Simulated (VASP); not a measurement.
# B (P6/mmm) in VASP: further runs, part 2 of 2

VASP 6.6.1.

## (3) Single point, PBEsol (strain +0.015 along x and y, -0.015 along z)

Contents of INCAR:

```
SYSTEM = B
PREC     = Accurate       ! precision mode
ENCUT    = 520            ! plane-wave cutoff, eV
EDIFF    = 1E-6           ! SCF threshold, eV
ISMEAR   = 0              ! smearing method
SIGMA    = 0.15           ! smearing width, eV
LREAL    = .FALSE.        ! projectors in reciprocal space
LASPH    = .TRUE.         ! aspherical terms in the spheres
NELM     = 80             ! most SCF steps
ALGO     = Normal         ! electronic algorithm
ISIF     = 2              ! what is computed and relaxed
LWAVE    = .FALSE.        ! write WAVECAR
LCHARG   = .FALSE.        ! write CHGCAR
GGA      = PS             ! functional
NBANDS   = 8              ! bands
```

Contents of KPOINTS:

```
regular mesh
0
G
  33 33 14
  0 0 0
```

Contents of POSCAR:

```
B
1.0
    1.7279700794      0.0000000000      0.0000000000
   -0.8639850397      1.4964659858      0.0000000000
    0.0000000000      0.0000000000      3.5808915072
B
1
Direct
    0.0000000000      0.0000000000      0.0000000000
```

Potentials or basis: VASP PAW PBE potentials, release 64 (B).

Started as:

```sh
$ cat potpaw_PBE.64/B/POTCAR > POTCAR
$ mpirun -np 1 vasp_std > vasp.out
```

OUTCAR:

```text
SYSTEM = B
   PREC = Accurate
   ENCUT = 520
   EDIFF = 1E-6
   ISMEAR = 0
   LREAL = .FALSE.
   LASPH = .TRUE.
   NELM = 80
   ISIF = 2
   GGA = PS

 ion  position               nearest neighbor table
   1  0.000  0.000  0.000-

  LATTYP: Found a hexagonal cell.
 ALAT       =     1.7279700794
 C/A-ratio  =     2.0723110602

  Lattice vectors:

 A1 = (   1.7279700794,   0.0000000000,   0.0000000000)
 A2 = (  -0.8639850397,   1.4964659858,   0.0000000000)
 A3 = (   0.0000000000,   0.0000000000,   3.5808915072)

Analysis of symmetry for initial positions (statically):
=====================================================================
 Subroutine PRICEL returns:
 Original cell was already a primitive cell.

 Routine SETGRP: Setting up the symmetry group for a
 hexagonal supercell.

 Subroutine GETGRP returns: Found 24 space group operations
 (whereof 24 operations were pure point group operations)
 out of a pool of 24 trial point group operations.

The static configuration has the point symmetry D_6h.

Analysis of symmetry for dynamics (positions and initial velocities):
=====================================================================
 Subroutine PRICEL returns:
 Original cell was already a primitive cell.

 Routine SETGRP: Setting up the symmetry group for a
 hexagonal supercell.

 Subroutine GETGRP returns: Found 24 space group operations
 (whereof 24 operations were pure point group operations)
 out of a pool of 24 trial point group operations.

The dynamic configuration has the point symmetry D_6h.

 Subroutine INISYM returns: Found 24 space group operations
 (whereof 24 operations are pure point group operations),
 and found     1 'primitive' translations

----------------------------------------------------------------------------------------

                                     Primitive cell

  volume of cell :       9.2596
[... 102 lines left out ...]
   ISMEAR =     0;   SIGMA  =   0.15  broadening in eV -4-tet -1-fermi 0-gaus
   EFERMI_NEDOS =   21; number of points for ismear=-14 and -15
   IALGO  =     38    algorithm
   IMIX   =      4    mixing-type and parameters
     AMIX     =   0.40;   BMIX     =  1.00
     AMIX_MAG =   1.60;   BMIX_MAG =  1.00
  volume/ion in A,a.u.               =       9.26        62.49
  Fermi-wavevector in a.u.,A,eV,Ry     =   1.124391  2.124790 17.201220  1.264254
  Thomas-Fermi vector in A             =   2.261062
   LORBIT       =      0    0 simple, 1 ext, 2 COOP (PROOUT), +10 PAW based schemes
   GGA     = PS    functional components
   LHFCALC =     F    Hartree Fock is set to
   AEXX    =    0.0000 exact exchange contribution
   IVDW    =     0    specifies the selected vdW correction
   LEPSILON=     F    determine dielectric tensor
   LRPA    =     F    only Hartree local field effects (RPA)
 non-spin polarized calculation
 Gauss-broadening in eV      SIGMA  =   0.15
  energy-cutoff  :      520.00
  volume of cell :        9.26
 maximum number of plane-waves:       271
 NGX is ok and might be reduce to    14
   NGX =  7   NGY =  7   NGZ = 13

 number of electron       3.0000000 magnetization

 Free energy of the ion-electron system (eV)
  ---------------------------------------------------
  ext. energy  EPLUGINS =         0.00000000
  ---------------------------------------------------
  free energy    TOTEN  =        -6.30080872 eV

  energy without entropy =       -6.29729146  energy(sigma->0) =       -6.29905009

 E-fermi :   5.1893     XC(G=0): -10.2706

 val. band max:        5.1859409907   @ k =   0.3333   0.0606   0.5000
 cond. band min:       5.1938611918   @ k =   0.2424   0.1212   0.0000
 fundamental gap:      0.0079202011
 Fermi energy:         5.1893219120

 k-point     1 :       0.0000    0.0000    0.0000
  band No.  band energies     occupation
      1     -11.7725      2.00000
      2      -1.2069      2.00000
      3       7.5599      0.00000
      4      29.0429      0.00000
      5      29.0429      0.00000
      6      32.1866      0.00000
      7      38.2551      0.00000
      8      50.0205      0.00000
[... 243 lines left out ...]
 k-point    24 :       0.2121    0.0303    0.0000
  band No.  band energies     occupation
      1      -9.4178      2.00000
      2       2.0960      2.00000
      3      10.2739      0.00000
      4      20.0485      0.00000
      5      24.2251      0.00000
      6      33.1389      0.00000
      7      39.1447      0.00000
      8      42.0491      0.00000

 [... further k-points ...]
[... 5 lines left out ...]
  --------------------------------------------------------------------------------------
  -------------------------------------------------------------------------------------
  Total       -0.5336825     -0.5336825     -0.0118838      0.0000000      0.0000000      0.0000000
  in kB      -92.3420102    -92.3420102     -2.0562309      0.0000000      0.0000000      0.0000000
  external PRESSURE =     -62.2467504 kB  Pullay stress =       0.0000000 kB

 VOLUME and BASIS-vectors are now :
 -----------------------------------------------------------------------------
  energy-cutoff  :      520.00
  volume of cell :        9.26
      direct lattice vectors                 reciprocal lattice vectors
     1.727970079  0.000000000  0.000000000     0.578713724  0.334120524  0.000000000
    -0.863985040  1.496465986  0.000000000     0.000000000  0.668241049  0.000000000
     0.000000000  0.000000000  3.580891507     0.000000000  0.000000000  0.279260066

 POSITION                                       TOTAL-FORCE (eV/Angst)
 -----------------------------------------------------------------------------------
      0.00000      0.00000      0.00000        -0.000000      0.000000      0.000000
 -----------------------------------------------------------------------------------
    total drift:                               -0.000000      0.000000     -0.000000

  FREE ENERGIE OF THE ION-ELECTRON SYSTEM (eV)
  ---------------------------------------------------
  free  energy   TOTEN  =        -6.3008087206 eV

  energy  without entropy=       -6.2972914556  energy(sigma->0) =       -6.29905009
```

It took 31 s on 1 thread of Intel Xeon 6975P-C, shared host; peak memory 0.16 GiB.

What came out:

```
Free energy : -6.3008 eV
Pressure    : -6.2 GPa
```

Caveat: the cell differs from its parent crystal (strain +0.015 along x and y, -0.015 along z); the PAW data sets were made with another functional, which shifts forces and pressure a little.

## (4) Single point, PBEsol (strain +0.000 along x and y, +0.030 along z)

Contents of INCAR:

```
ALGO = Normal ; EDIFF = 1E-7
ENCUT = 520 ; GGA = PS
ISIF = 2 ; ISMEAR = 0
LASPH = T ; LCHARG = T
LELF = T ; LREAL = F
LVHAR = T ; LWAVE = F
NBANDS = 8 ; NELM = 80
PREC = Accurate ; SIGMA = 0.15
```

Contents of KPOINTS:

```
k-points
0
Gamma
  33 33 14
```

Contents of POSCAR:

```
B
1.0
    1.7024335758      0.0000000000      0.0000000000
   -0.8512167879      1.4743507249      0.0000000000
    0.0000000000      0.0000000000      3.7444855355
B
1
Direct
    0.0000000000      0.0000000000      0.0000000000
```

Started as:

```sh
$ cat potpaw_PBE.64/B/POTCAR > POTCAR
$ mpirun -np 1 vasp_std > vasp.out
```

It took 35 s on 1 thread of Intel Xeon 6975P-C, shared host; peak memory 0.16 GiB.

The run converged. Its results:

* Free energy: -6.3047 eV
* Pressure: 1.6 GPa

Stress tensor (GPa, compression positive):
```
 2.90  0.00  0.00
 0.00  2.90  0.00
 0.00  0.00 -1.11
```

Levels at points of the mesh, in eV from the Fermi level:
| k point | band 1 | band 2 | band 3 | band 4 | band 5 | band 6 |
| --- | --- | --- | --- | --- | --- | --- |
| (0.00, 0.00, 0.00) | -17.25 | -6.99 | 1.96 | 24.19 | 24.85 | 24.85 |
| (0.00, 0.00, 0.50) | -16.99 | -8.65 | 8.10 | 12.63 | 24.86 | 24.86 |

Caveat: the cell differs from its parent crystal (strain +0.000 along x and y, +0.030 along z); the PAW data sets were made with another functional, which shifts forces and pressure a little.

## (5) Single point, PBEsol (strain +0.030 along x and y, -0.030 along z)

Contents of INCAR:

```
ALGO     = Normal         # electronic algorithm
EDIFF    = 1E-7           # SCF threshold, eV
ENCUT    = 520            # plane-wave cutoff, eV
GGA      = PS             # functional
ISIF     = 2              # what is computed and relaxed
ISMEAR   = 0              # smearing method
LASPH    = True           # aspherical terms in the spheres
LCHARG   = False          # write CHGCAR
LREAL    = False          # projectors in reciprocal space
LWAVE    = False          # write WAVECAR
NBANDS   = 8              # bands
NELM     = 100            # most SCF steps
PREC     = Accurate       # precision mode
SIGMA    = 0.15           # smearing width, eV
```

KPOINTS is that of step 4.

Contents of POSCAR:

```
B
1.0
    1.7535065831      0.0000000000      0.0000000000
   -0.8767532915      1.5185812466      0.0000000000
    0.0000000000      0.0000000000      3.5263601645
B
1
Direct
    0.0000000000      0.0000000000      0.0000000000
```

Started as:

```sh
$ cat potpaw_PBE.64/B/POTCAR > POTCAR
$ mpirun -np 1 vasp_std > vasp.out
```

It took 44 s on 1 thread of Intel Xeon 6975P-C, shared host; peak memory 0.16 GiB.

Results (log left out):

```
Free energy : -6.2759 eV
Pressure    : -13.2 GPa
```

Stress tensor (GPa, compression positive):
```
-19.78   0.00   0.00
  0.00 -19.78   0.00
  0.00   0.00  -0.07
```

Levels at points of the mesh, in eV from the Fermi level:
| k point | band 1 | band 2 | band 3 | band 4 | band 5 | band 6 |
| --- | --- | --- | --- | --- | --- | --- |
| (0.00, 0.00, 0.00) | -16.65 | -5.96 | 2.64 | 22.90 | 22.90 | 28.07 |
| (0.00, 0.00, 0.50) | -16.22 | -8.35 | 9.99 | 15.20 | 22.92 | 22.92 |

Caveat: the cell differs from its parent crystal (strain +0.030 along x and y, -0.030 along z); the PAW data sets were made with another functional, which shifts forces and pressure a little.

## (6) Overview

```tsv
cell	gap on the mesh (eV)	pressure (GPa)
a = 1.702, b = 1.702, c = 3.690 Å, angles 90.0, 90.0, 120.0°, 1 atom	none	1.6
a = 1.728, b = 1.728, c = 3.581 Å, angles 90.0, 90.0, 120.0°, 1 atom	none	-6.2
a = 1.702, b = 1.702, c = 3.744 Å, angles 90.0, 90.0, 120.0°, 1 atom	none	1.6
a = 1.754, b = 1.754, c = 3.526 Å, angles 90.0, 90.0, 120.0°, 1 atom	none	-13.2
```

Alike in all rows: task single point; level PBEsol; potentials or basis VASP PAW PBE potentials, release 64 (B); no spin polarisation; k mesh 33 × 33 × 14; cutoff (eV) 520; smearing gaussian 0.15 eV.

Caveats: the PAW data sets were made with another functional, which shifts forces and pressure a little.

Total energies depend on the potentials used, so only differences within one code and one set of settings carry meaning.
